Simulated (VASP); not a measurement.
# Zn3SeS2 in VASP: further runs

Zn3SeS2 is run at these levels: PBE; tasks: single point.

All numbers are computed with VASP 6.6.1; they aren't measurements. Logs are shortened: lines on timing, memory, paths and dates and some standing lists are left out, and cuts for length are marked.

### 1 The cell of the first run

Symmetry: P6_3mc, No. 186, hexagonal system. The conventional cell has a = 3.912 Å, b = 3.912 Å, c = 19.268 Å, α = 90.00°, β = 90.00°, γ = 120.00°. Zn (site symmetry 3m) has 1 S at 2.36 Å and 3 Se at 2.44 Å within 3.1 Å. Within 3.1 Å of Zn (site symmetry 3m) lie 3 S at 2.38 Å and 1 Se at 2.48 Å. Within 3.1 Å of Zn (site symmetry 3m) lie 4 S at 2.37 to 2.38 Å. Se (site symmetry 3m) has 4 Zn at 2.44 to 2.48 Å within 3.2 Å. S (site symmetry 3m) has 4 Zn at 2.36 to 2.38 Å within 3.1 Å. Within 3.1 Å of S (site symmetry 3m) lie 4 Zn at 2.37 to 2.38 Å.

### 2 Single point, PBE

Contents of INCAR:

```
SYSTEM = Zn3SeS2
ALGO = Normal ; EDIFF = 1E-6
ENCUT = 520 ; GGA = PE
ISIF = 2 ; ISMEAR = 0
LASPH = .True. ; LCHARG = .True.
LELF = .True. ; LREAL = .False.
LVHAR = .True. ; LWAVE = .False.
NBANDS = 66 ; NELM = 60
PREC = Accurate ; SIGMA = 0.1
```

Contents of KPOINTS:

```
k-points
0
Gamma
  6 6 1
  0 0 0
```

Contents of POSCAR:

```
Zn3SeS2
1.0
    3.9121030114      0.0000000000      0.0000000000
   -1.9560515057      3.3879805901      0.0000000000
    0.0000000000      0.0000000000     19.2675246000
Zn Se S
6 2 4
Direct
    0.3333333333      0.6666666667      0.0068870000
    0.3333333333      0.6666666667      0.3301870000
    0.3333333333      0.6666666667      0.6684450000
    0.6666666667      0.3333333333      0.1684450000
    0.6666666667      0.3333333333      0.5068870000
    0.6666666667      0.3333333333      0.8301870000
    0.3333333333      0.6666666667      0.4591170000
    0.6666666667      0.3333333333      0.9591170000
    0.3333333333      0.6666666667      0.1291390000
    0.3333333333      0.6666666667      0.7912250000
    0.6666666667      0.3333333333      0.2912250000
    0.6666666667      0.3333333333      0.6291390000
```

Potentials or basis: VASP PAW PBE potentials, release 64 (Zn, Se, S).

The run is started by

```sh
cat potpaw_PBE.64/Zn/POTCAR potpaw_PBE.64/Se/POTCAR potpaw_PBE.64/S/POTCAR > POTCAR
mpirun -np 1 vasp_std > vasp.out
```

OUTCAR:

```text
SYSTEM = Zn3SeS2
   EDIFF = 1E-6
   ENCUT = 520
   GGA = PE
   ISIF = 2
   ISMEAR = 0
   LASPH = .True.
   LREAL = .False.
   NELM = 60
   PREC = Accurate

 ion  position               nearest neighbor table
   1  0.333  0.667  0.007-   9 2.36   8 2.44   8 2.44   8 2.44
   2  0.333  0.667  0.330-  11 2.38  11 2.38  11 2.38   7 2.48
   3  0.333  0.667  0.668-  10 2.37  12 2.38  12 2.38  12 2.38
   4  0.667  0.333  0.168-  11 2.37   9 2.38   9 2.38   9 2.38
   5  0.667  0.333  0.507-  12 2.36   7 2.44   7 2.44   7 2.44
   6  0.667  0.333  0.830-  10 2.38  10 2.38  10 2.38   8 2.48
   7  0.333  0.667  0.459-   5 2.44   5 2.44   5 2.44   2 2.48
   8  0.667  0.333  0.959-   1 2.44   1 2.44   1 2.44   6 2.48
   9  0.333  0.667  0.129-   1 2.36   4 2.38   4 2.38   4 2.38
  10  0.333  0.667  0.791-   3 2.37   6 2.38   6 2.38   6 2.38
  11  0.667  0.333  0.291-   4 2.37   2 2.38   2 2.38   2 2.38
  12  0.667  0.333  0.629-   5 2.36   3 2.38   3 2.38   3 2.38

  LATTYP: Found a hexagonal cell.
 ALAT       =     3.9121030114
 C/A-ratio  =     4.9251066610

  Lattice vectors:

 A1 = (   3.9121030114,   0.0000000000,   0.0000000000)
 A2 = (  -1.9560515057,   3.3879805901,   0.0000000000)
 A3 = (   0.0000000000,   0.0000000000,  19.2675246000)

Analysis of symmetry for initial positions (statically):
=====================================================================
 Subroutine PRICEL returns:
 Original cell was already a primitive cell.

 Routine SETGRP: Setting up the symmetry group for a
 hexagonal supercell.

 Subroutine GETGRP returns: Found 12 space group operations
 (whereof  6 operations were pure point group operations)
 out of a pool of 24 trial point group operations.

The static configuration has the point symmetry C_3v.
 The point group associated with its full space group is C_6v.

Analysis of symmetry for dynamics (positions and initial velocities):
=====================================================================
 Subroutine PRICEL returns:
 Original cell was already a primitive cell.

 Routine SETGRP: Setting up the symmetry group for a
 hexagonal supercell.

 Subroutine GETGRP returns: Found 12 space group operations
 (whereof  6 operations were pure point group operations)
 out of a pool of 24 trial point group operations.

The dynamic configuration has the point symmetry C_3v.
 The point group associated with its full space group is C_6v.

 Subroutine INISYM returns: Found 12 space group operations
 (whereof  6 operations are pure point group operations),
 and found     1 'primitive' translations

----------------------------------------------------------------------------------------

                                     Primitive cell

  volume of cell :     255.3743

  direct lattice vectors                    reciprocal lattice vectors
     3.912103011  0.000000000  0.000000000     0.255616991  0.147580539  0.000000000
    -1.956051506  3.387980590  0.000000000     0.000000000  0.295161077  0.000000000
     0.000000000  0.000000000 19.267524600     0.000000000  0.000000000  0.051900803

  length of vectors
     3.912103011  3.912103011 19.267524600     0.295161077  0.295161077  0.051900803

  position of ions in fractional coordinates (direct lattice)
     0.333333333  0.666666667  0.006887000
     0.333333333  0.666666667  0.330187000
     0.333333333  0.666666667  0.668445000
     0.666666667  0.333333333  0.168445000
     0.666666667  0.333333333  0.506887000
     0.666666667  0.333333333  0.830187000
     0.333333333  0.666666667  0.459117000
     0.666666667  0.333333333  0.959117000
     0.333333333  0.666666667  0.129139000
     0.333333333  0.666666667  0.791225000
     0.666666667  0.333333333  0.291225000
     0.666666667  0.333333333  0.629139000

  ion indices of the primitive-cell ions
   primitive index   ion index
                 1           1
                 2           2
                 3           3
                 4           4
                 5           5
                 6           6
                 7           7
                 8           8
                 9           9
                10          10
                11          11
                12          12

----------------------------------------------------------------------------------------

 KPOINTS: k-points

Automatic generation of k-mesh.
 Grid dimensions read from file:
 generate k-points for:    6    6    1

 Generating k-lattice:

  Cartesian coordinates                     Fractional coordinates (reciprocal lattice)
     0.042602832  0.024596756  0.000000000     0.166666667  0.000000000  0.000000000
     0.000000000  0.049193513  0.000000000     0.000000000  0.166666667  0.000000000
     0.000000000  0.000000000  0.051900803     0.000000000  0.000000000  1.000000000

  Length of vectors
     0.049193513  0.049193513  0.051900803

  Shift w.r.t. Gamma in fractional coordinates (k-lattice)
     0.000000000  0.000000000  0.000000000

 Subroutine IBZKPT returns following result:
 ===========================================

 Found      7 irreducible k-points:

 Following reciprocal coordinates:
            Coordinates               Weight
  0.000000  0.000000  0.000000      1.000000
  0.166667  0.000000  0.000000      6.000000
  0.333333  0.000000  0.000000      6.000000
  0.500000  0.000000  0.000000      3.000000
  0.166667  0.166667  0.000000      6.000000
  0.333333  0.166667  0.000000     12.000000
  0.333333  0.333333  0.000000      2.000000
   k-points           NKPTS =      7   k-points in BZ     NKDIM =      7   number of bands    NBANDS=     66
   number of dos      NEDOS =    301   number of ions     NIONS =     12
   total plane-waves  NPLWV = 129600
   dimension x,y,z NGX =    30 NGY =   30 NGZ =  144
   dimension x,y,z NGXF=    60 NGYF=   60 NGZF=  288
   ions per type =               6   2   4
   NGX,Y,Z   is equivalent  to a cutoff of  12.75, 12.75, 12.42 a.u.
   NGXF,Y,Z  is equivalent  to a cutoff of  25.50, 25.50, 24.85 a.u.
 SYSTEM =  Zn3SeS2
   PREC   = accura    normal or accurate (medium, high low for compatibility)
   ISTART =      0    job   : 0-new  1-cont  2-samecut
   ICHARG =      2    charge: 1-file 2-atom 10-const
   ISPIN  =      1    spin polarized calculation?
   LNONCOLLINEAR =      F non collinear calculations
   LSORBIT =      F    spin-orbit coupling
   LASPH  =      T    aspherical Exc in radial PAW
   ENCUT  =  520.0 eV  38.22 Ry    6.18 a.u.   7.27  7.27 35.82*2*pi/ulx,y,z
   NELM   =     60;   NELMIN=  2; NELMDL= -5     # of ELM steps
   EDIFF  = 0.1E-05   stopping-criterion for ELM
   LREAL  =      F    real-space projection
   EDIFFG = 0.1E-04   stopping-criterion for IOM
   NSW    =      0    number of steps for IOM
   IBRION =     -1    ionic relax: 0-MD 1-quasi-New 2-CG
   NFREE  =      0    steps in history (QN), initial steepest desc. (CG)
   ISIF   =      2    stress and relaxation
   ISYM   =      2    0-nonsym 1-usesym 2-fastsym
   POTIM  = 0.5000    time-step for ionic-motion
   TEBEG  =    0.0;   TEEND  =   0.0 temperature during run
   PSTRESS=    0.0 pullay stress
   NELECT =     108.0000    total number of electrons
   NUPDOWN=      -1.0000    fix difference up-down
   EMIN   =  10.00;   EMAX   =-10.00  energy-range for DOS
   EFERMI =   0.00;   METHOD = LEGACY
   ISMEAR =     0;   SIGMA  =   0.10  broadening in eV -4-tet -1-fermi 0-gaus
   EFERMI_NEDOS =   21; number of points for ismear=-14 and -15
   IALGO  =     38    algorithm
   IMIX   =      4    mixing-type and parameters
     AMIX     =   0.40;   BMIX     =  1.00
     AMIX_MAG =   1.60;   BMIX_MAG =  1.00
  volume/ion in A,a.u.               =      21.28       143.61
  Fermi-wavevector in a.u.,A,eV,Ry     =   1.228826  2.322144 20.544977  1.510013
  Thomas-Fermi vector in A             =   2.363737
   LORBIT       =      0    0 simple, 1 ext, 2 COOP (PROOUT), +10 PAW based schemes
   GGA     = PE    functional components
   LHFCALC =     F    Hartree Fock is set to
   AEXX    =    0.0000 exact exchange contribution
   IVDW    =     0    specifies the selected vdW correction
   LEPSILON=     F    determine dielectric tensor
   LRPA    =     F    only Hartree local field effects (RPA)
 non-spin polarized calculation
 Gauss-broadening in eV      SIGMA  =   0.10
  energy-cutoff  :      520.00
  volume of cell :      255.37
 maximum number of plane-waves:      6904
 NGX is ok and might be reduce to    30
   NGX = 15   NGY = 15   NGZ = 71

 number of electron     107.9999956 magnetization

 Free energy of the ion-electron system (eV)
  ---------------------------------------------------
  ext. energy  EPLUGINS =         0.00000000
  ---------------------------------------------------
  free energy    TOTEN  =       -39.28296790 eV

  energy without entropy =      -39.28296790  energy(sigma->0) =      -39.28296790

 E-fermi :   2.4265     XC(G=0):  -9.3930

 val. band max:        1.9576998642   @ k =   0.0000   0.0000   0.0000
 cond. band min:       3.4404644523   @ k =   0.0000   0.0000   0.0000
 fundamental gap:      1.4827645882
 Fermi energy:         2.4265435253

 k-point     1 :       0.0000    0.0000    0.0000
  band No.  band energies     occupation
      1     -11.3139      2.00000
      2     -11.1588      2.00000
      3     -11.0948      2.00000
      4     -10.7148      2.00000
      5     -10.7075      2.00000
      6     -10.4763      2.00000
[... 58 lines left out ...]
     65       7.9122      0.00000
     66       8.0252      0.00000

 k-point     2 :       0.1667    0.0000    0.0000
  band No.  band energies     occupation
      1     -11.1497      2.00000
      2     -11.0106      2.00000
      3     -10.9404      2.00000
      4     -10.6057      2.00000
      5     -10.5862      2.00000
      6     -10.3867      2.00000
[... 403 lines left out ...]
     65       8.5572      0.00000
     66       8.6851      0.00000

------------------------ aborting loop because EDIFF is reached ----------------------------------------

  FORCE on cell =-STRESS in cart. coord.  units (eV):
  Direction    XX          YY          ZZ          XY          YZ          ZX
  --------------------------------------------------------------------------------------
  -------------------------------------------------------------------------------------
  Total        0.3029008      0.3029008      0.2879289      0.0000000     -0.0000000      0.0000000
  in kB        1.9003511      1.9003511      1.8064203      0.0000000     -0.0000000      0.0000000
  external PRESSURE =       1.8690408 kB  Pullay stress =       0.0000000 kB

 VOLUME and BASIS-vectors are now :
 -----------------------------------------------------------------------------
  energy-cutoff  :      520.00
  volume of cell :      255.37
      direct lattice vectors                 reciprocal lattice vectors
     3.912103011  0.000000000  0.000000000     0.255616991  0.147580539  0.000000000
    -1.956051506  3.387980590  0.000000000     0.000000000  0.295161077  0.000000000
     0.000000000  0.000000000 19.267524600     0.000000000  0.000000000  0.051900803

 POSITION                                       TOTAL-FORCE (eV/Angst)
 -----------------------------------------------------------------------------------
     -0.00000      2.25865      0.13270         0.000000     -0.000000      0.004595
     -0.00000      2.25865      6.36189         0.000000      0.000000     -0.003697
     -0.00000      2.25865     12.87928        -0.000000     -0.000000     -0.001461
      1.95605      1.12933      3.24552         0.000000      0.000000     -0.001461
      1.95605      1.12933      9.76646        -0.000000     -0.000000      0.004595
      1.95605      1.12933     15.99565        -0.000000     -0.000000     -0.003697
     -0.00000      2.25865      8.84605        -0.000000     -0.000000     -0.004816
      1.95605      1.12933     18.47981         0.000000      0.000000     -0.004816
     -0.00000      2.25865      2.48819        -0.000000     -0.000000      0.003515
     -0.00000      2.25865     15.24495         0.000000     -0.000000      0.001865
      1.95605      1.12933      5.61118        -0.000000      0.000000      0.001865
      1.95605      1.12933     12.12195         0.000000     -0.000000      0.003515
 -----------------------------------------------------------------------------------
    total drift:                               -0.000001     -0.000002     -0.001326

  FREE ENERGIE OF THE ION-ELECTRON SYSTEM (eV)
  ---------------------------------------------------
  free  energy   TOTEN  =       -39.2829678976 eV

  energy  without entropy=      -39.2829678976  energy(sigma->0) =      -39.28296790
```

It took 2.1 min on 1 thread of AMD EPYC 7R13 (Zen 3), shared host; peak memory 0.36 GiB.

What came out:

| Property | Result |
| --- | --- |
| Free energy | -39.2830 eV |
| Pressure | 0.2 GPa |
| Largest force | 0.005 eV/Å |
| Band gap on the k mesh | 1.48 eV |

Forces on the atoms (eV/Å):
```
Zn   0.000  0.000  0.005
Zn   0.000  0.000 -0.004
Zn   0.000  0.000 -0.001
Zn   0.000  0.000 -0.001
Zn   0.000  0.000  0.005
Zn   0.000  0.000 -0.004
Se   0.000  0.000 -0.005
Se   0.000  0.000 -0.005
S    0.000  0.000  0.004
S    0.000  0.000  0.002
S    0.000  0.000  0.002
S    0.000  0.000  0.004
```

(Continued in part 2 of 2.)
